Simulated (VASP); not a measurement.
# CoO (R3m) in VASP: a series of runs, part 2 of 2

VASP 6.6.1. The steps go on from the part before.

### Step 3. Single point, PBEsol+U, collinear spin, ferromagnetic start

POSCAR reads:

```
CoO
1.0
    1.6022198417      0.9250420569      2.5664708903
   -1.6022198417      0.9250420569      2.5664708903
    0.0000000000     -1.8500841138      2.5664708903
Co O
1 1
Direct
    0.9989783200      0.9989783200      0.9989783200
    0.7510210300      0.7510210300      0.7510210300
```

INCAR.step1 reads:

```
PREC     = Accurate       # precision mode
ENCUT    = 520            # plane-wave cutoff, eV
EDIFF    = 1E-7           # SCF threshold, eV
ISMEAR   = -1             # smearing method
SIGMA    = 0.05           # smearing width, eV
LREAL    = F              # projectors in reciprocal space
LASPH    = T              # aspherical terms in the spheres
NELM     = 150            # most SCF steps
ALGO     = Normal         # electronic algorithm
ISIF     = 2              # what is computed and relaxed
LWAVE    = F              # write WAVECAR
LCHARG   = T              # write CHGCAR
ISPIN    = 2              # spin polarisation
MAGMOM   = 2 0            # initial moments
LMAXMIX  = 4              # l up to which the mixer works
LDAU     = T              # DFT+U
LDAUTYPE = 2            
LDAUL    = 2 -1           # shell
LDAUU    = 1 0            # U, eV
LDAUJ    = 0 0          
LDAUPRINT= 1            
GGA      = PS             # functional
NBANDS   = 18             # bands
```

KPOINTS.step1 reads:

```
Automatic mesh
0
Gamma
  10 10 10
```

INCAR.step2 reads:

```
PREC     = Accurate       # precision mode
ENCUT    = 520            # plane-wave cutoff, eV
EDIFF    = 1E-7           # SCF threshold, eV
ISMEAR   = -5             # smearing method
SIGMA    = 0.05           # smearing width, eV
LREAL    = F              # projectors in reciprocal space
LASPH    = T              # aspherical terms in the spheres
NELM     = 150            # most SCF steps
ALGO     = Normal         # electronic algorithm
ISIF     = 2              # what is computed and relaxed
LWAVE    = F              # write WAVECAR
LCHARG   = F              # write CHGCAR
ISPIN    = 2              # spin polarisation
MAGMOM   = 2 0            # initial moments
LORBIT   = 11             # projections on sites
LMAXMIX  = 4              # l up to which the mixer works
LDAU     = T              # DFT+U
LDAUTYPE = 2            
LDAUL    = 2 -1           # shell
LDAUU    = 1 0            # U, eV
LDAUJ    = 0 0          
LDAUPRINT= 1            
GGA      = PS             # functional
NEDOS    = 2001           # points of the DOS
ICHARG   = 11             # starting density
```

KPOINTS.step2 reads:

```
Automatic mesh
0
Gamma
  15 15 15
```

Potentials or basis: VASP PAW PBE potentials, release 64 (Co, O).

On the command line:

```bash
> cat potpaw_PBE.64/Co/POTCAR potpaw_PBE.64/O/POTCAR > POTCAR
> cp INCAR.step1 INCAR
> cp KPOINTS.step1 KPOINTS
> mpirun -np 1 vasp_std > vasp.out
> cp INCAR.step2 INCAR
> cp KPOINTS.step2 KPOINTS
> mpirun -np 1 vasp_std > vasp.out
```

Wall time 3.1 min (1 thread of Intel Xeon 8259CL, shared host); peak memory 0.27 GiB.

The run converged. Its results:

```yaml
Net_moment: 2.85 μB per cell
Site_moments: Co +2.49; O +0.29 μB
Valence_electrons_inside_the_program's_atomic_spheres: Co 8.02; O 4.98
```

Levels at points of the mesh, in eV from the Fermi level:
Spin up:
| k point | band 6 | band 7 | band 8 | band 9 | band 10 | band 11 | band 12 |
| --- | --- | --- | --- | --- | --- | --- | --- |
| (0.00, 0.00, 0.00) | -2.47 | 0.18 | 0.18 | 0.18 | 0.35 | 14.03 | 14.03 |
Spin down:
```
           k point  band 4  band 5  band 6  band 7  band 8  band 9
(0.00, 0.00, 0.00)   -4.65   -0.61   -0.61    0.76    3.00    3.00
```

Eigenvalues of the final occupation matrices:
| site | spin | trace | eigenvalues |
| --- | --- | --- | --- |
| site 1 d | 1 | 4.82 | 0.96 0.96 0.96 0.97 0.97 |
| site 1 d | 2 | 2.42 | 0.25 0.25 0.26 0.83 0.83 |

Caveat: the PAW data sets were made with another functional, which shifts forces and pressure a little; a cell with one magnetic atom can't hold antiferromagnetic order, which such compounds often take; tetrahedron occupations give inexact forces and stress in metals.

### Step 4. Single point, revPBE+D3(BJ)+U, collinear spin, ferromagnetic start

POSCAR is that of step 3.

INCAR.step1 reads:

```
SYSTEM = CoO
  PREC = Accurate
  ENCUT = 520
  EDIFF = 1E-6
  ISMEAR = 1
  SIGMA = 0.1
  LREAL = .FALSE.
  LASPH = .TRUE.
  NELM = 150
  ALGO = Normal
  ISIF = 2
  LWAVE = .FALSE.
  LCHARG = .TRUE.
  ISPIN = 2
  MAGMOM = 2 0
  LMAXMIX = 4
  LDAU = .TRUE.
  LDAUTYPE = 2
  LDAUL = 2 -1
  LDAUU = 5 0
  LDAUJ = 0 0
  LDAUPRINT = 1
  GGA = RE
  IVDW = 12
  NBANDS = 18
```

KPOINTS.step1 reads:

```
Automatic mesh
0
G
  10 10 10
  0 0 0
```

INCAR.step2 reads:

```
SYSTEM = CoO
  PREC = Accurate
  ENCUT = 520
  EDIFF = 1E-6
  ISMEAR = -5
  SIGMA = 0.1
  LREAL = .FALSE.
  LASPH = .TRUE.
  NELM = 150
  ALGO = Normal
  ISIF = 2
  LWAVE = .FALSE.
  LCHARG = .FALSE.
  ISPIN = 2
  MAGMOM = 2 0
  LORBIT = 10
  LMAXMIX = 4
  LDAU = .TRUE.
  LDAUTYPE = 2
  LDAUL = 2 -1
  LDAUU = 5 0
  LDAUJ = 0 0
  LDAUPRINT = 1
  GGA = RE
  IVDW = 12
  NBANDS = 18
  NEDOS = 2001
  ICHARG = 11
```

KPOINTS.step2 reads:

```
Automatic mesh
0
G
  15 15 15
  0 0 0
```

On the command line:

```bash
> cat potpaw_PBE.64/Co/POTCAR potpaw_PBE.64/O/POTCAR > POTCAR
> cp INCAR.step1 INCAR
> cp KPOINTS.step1 KPOINTS
> mpirun -np 1 vasp_std > vasp.out
> cp INCAR.step2 INCAR
> cp KPOINTS.step2 KPOINTS
> mpirun -np 1 vasp_std > vasp.out
```

Run time: 3.4 min. Hardware: 1 thread of AMD EPYC 7R43 (Zen 3), shared host; peak memory 0.28 GiB.

Results (log left out):

| Item | Value |
| --- | --- |
| Net moment | 3.00 μB per cell |
| Site moments | Co +2.77; O +0.15 μB |
| Valence electrons inside the program's atomic spheres | Co 8.04; O 5.07 |
| Dispersion energy per atom | -0.429 eV |

Levels at points of the mesh, in eV from the valence-band top:
Spin up:
| k point | band 6 | band 7 | band 8 | band 9 | band 10 | band 11 | band 12 | band 13 |
| --- | --- | --- | --- | --- | --- | --- | --- | --- |
| (0.00, 0.00, 0.00) | -3.94 | -0.10 | -0.10 | 0.00 | 0.87 | 14.66 | 14.66 | 15.24 |
Spin down:
| k point | band 2 | band 3 | band 4 | band 5 | band 6 | band 7 | band 8 | band 9 | band 10 | band 11 |
| --- | --- | --- | --- | --- | --- | --- | --- | --- | --- | --- |
| (0.00, 0.00, 0.00) | -3.43 | -3.38 | -3.38 | -2.35 | -2.35 | 1.66 | 5.08 | 5.08 | 5.13 | 15.24 |

Eigenvalues of the final occupation matrices:
```csv
site,spin,trace,eigenvalues
site 1 d,1,4.96,0.98 0.98 1.00 1.00 1.00
site 1 d,2,2.26,0.11 0.11 0.12 0.97 0.97
```

Caveat: three body term missing; the PAW data sets were made with another functional, which shifts forces and pressure a little; a cell with one magnetic atom can't hold antiferromagnetic order, which such compounds often take.

### Step 5. Single point, PBEsol+D4+U, collinear spin, ferromagnetic start

INCAR reads:

```
SYSTEM = CoO
PREC = Accurate ; ENCUT = 600
EDIFF = 1E-6 ; ISMEAR = 0
SIGMA = 0.02 ; LREAL = .False.
LASPH = .True. ; NELM = 200
ALGO = Normal ; ISIF = 2
LWAVE = .False. ; LCHARG = .True.
ISPIN = 2 ; MAGMOM = 2.74 0.16
LORBIT = 11 ; LMAXMIX = 4
LDAU = .True. ; LDAUTYPE = 2
LDAUL = 2 -1 ; LDAUU = 7 0
LDAUJ = 0 0 ; LDAUPRINT = 1
GGA = PS ; IVDW = 13
LELF = .True. ; LVHAR = .True.
NBANDS = 18 ; GGA_COMPAT = .False.
```

KPOINTS reads:

```
regular mesh
0
Gamma
  10 10 10
  0 0 0
```

POSCAR reads:

```
CoO
1.0
    1.6022198400      0.9250420559      2.5664708900
   -1.6022198400      0.9250420559      2.5664708900
    0.0000000000     -1.8500841118      2.5664708900
Co O
1 1
Direct
    0.9989783200      0.9989783200      0.9989783200
    0.7510210300      0.7510210300      0.7510210300
```

On the command line:

```bash
> cat potpaw_PBE.64/Co/POTCAR potpaw_PBE.64/O/POTCAR > POTCAR
> mpirun -np 1 vasp_std > vasp.out
```

Wall time 2.2 min (1 thread of Intel Xeon Platinum 8375C at 2.90GHz (Ice Lake), shared host); peak memory 0.24 GiB.

The run converged. Its results:

```
Free energy                                           : -12.3270 eV
Pressure                                              : 4.0 GPa
Largest force                                         : 0.418 eV/Å
Band gap on the k mesh                                : 1.06 eV
Net moment                                            : 3.00 μB per cell
Site moments                                          : Co +2.84; O +0.11 μB
Valence electrons inside the program's atomic spheres : Co 8.07; O 5.03
Dispersion energy per atom                            : -0.136 eV
```

Forces in eV/Å, atoms in the order of the input:
```
Co   0.000  0.000  0.418
O    0.000  0.000 -0.418
```

Stress tensor (GPa, compression positive):
```
1.60 0.00 0.00
0.00 1.60 0.00
0.00 0.00 8.90
```

Levels at points of the mesh, in eV from the valence-band top:
Spin up:
```csv
k point,band 5,band 6,band 7,band 8,band 9,band 10,band 11,band 12,band 13,band 14
"(0.00, 0.00, 0.00)",-4.65,-4.65,-0.09,-0.09,0.00,1.06,14.77,14.77,15.34,19.44
"(0.50, 0.00, 0.00)",-4.93,-4.70,-4.68,-0.78,-0.78,6.55,7.70,13.58,13.88,17.87
"(0.50, 0.50, 0.00)",-5.76,-4.38,-2.73,-2.52,-2.32,5.13,10.85,11.26,14.90,15.15
"(0.50, 0.50, 0.50)",-5.08,-4.74,-4.74,-0.91,-0.91,6.49,7.91,13.46,13.46,17.65
```
Spin down:
| k point | band 4 | band 5 | band 6 | band 7 | band 8 | band 9 |
| --- | --- | --- | --- | --- | --- | --- |
| (0.00, 0.00, 0.00) | -2.92 | -2.83 | -2.83 | 1.74 | 5.87 | 5.87 |
| (0.50, 0.00, 0.00) | -3.89 | -1.65 | -1.54 | 3.78 | 5.09 | 5.09 |
| (0.50, 0.50, 0.00) | -2.97 | -2.56 | -1.43 | 2.11 | 4.63 | 4.63 |
| (0.50, 0.50, 0.50) | -4.01 | -1.48 | -1.48 | 3.55 | 5.00 | 5.00 |

Eigenvalues of the final occupation matrices:
| site | spin | trace | eigenvalues |
| --- | --- | --- | --- |
| site 1 d | 1 | 5.01 | 0.99 0.99 1.01 1.01 1.02 |
| site 1 d | 2 | 2.24 | 0.09 0.09 0.10 0.98 0.98 |

Caveat: the cell stands under pressure; the PAW data sets were made with another functional, which shifts forces and pressure a little; a cell with one magnetic atom can't hold antiferromagnetic order, which such compounds often take. The state reached can hang on the start; a lower one may exist.

### Step 6. The runs side by side

```tsv
level	U	cutoff (eV)	smearing	k mesh for the DOS	occupations for the DOS	moment (μB)
PBEsol	-	520	fermi-dirac 0.05 eV	15 × 15 × 15	tetrahedron	2.76
PBEsol+U	Co d U = 1.0 eV	520	fermi-dirac 0.05 eV	15 × 15 × 15	tetrahedron	2.85
revPBE+D3(BJ)+U	Co d U = 5.0 eV	520	methfessel-paxton 0.1 eV	15 × 15 × 15	tetrahedron	3.00
PBEsol+D4+U	Co d U = 7.0 eV	600	gaussian 0.02 eV	-	-	3.00
```

Alike in all rows: task single point; potentials or basis VASP PAW PBE potentials, release 64 (Co, O); spin collinear, ferromagnetic start; cell a = 3.164 Å, angles 60.9°, 2 atoms; k mesh 10 × 10 × 10.

Caveats: the PAW data sets were made with another functional, which shifts forces and pressure a little; a cell with one magnetic atom can't hold antiferromagnetic order, which such compounds often take; tetrahedron occupations give inexact forces and stress in metals (at least some runs); semilocal functionals often make such compounds metallic where correlation or magnetic order opens a gap, which also shifts bond lengths (at least some runs); three body term missing (at least some runs); the cell stands under pressure (at least some runs).

Absolute energies hang on the potentials; compare differences alone.
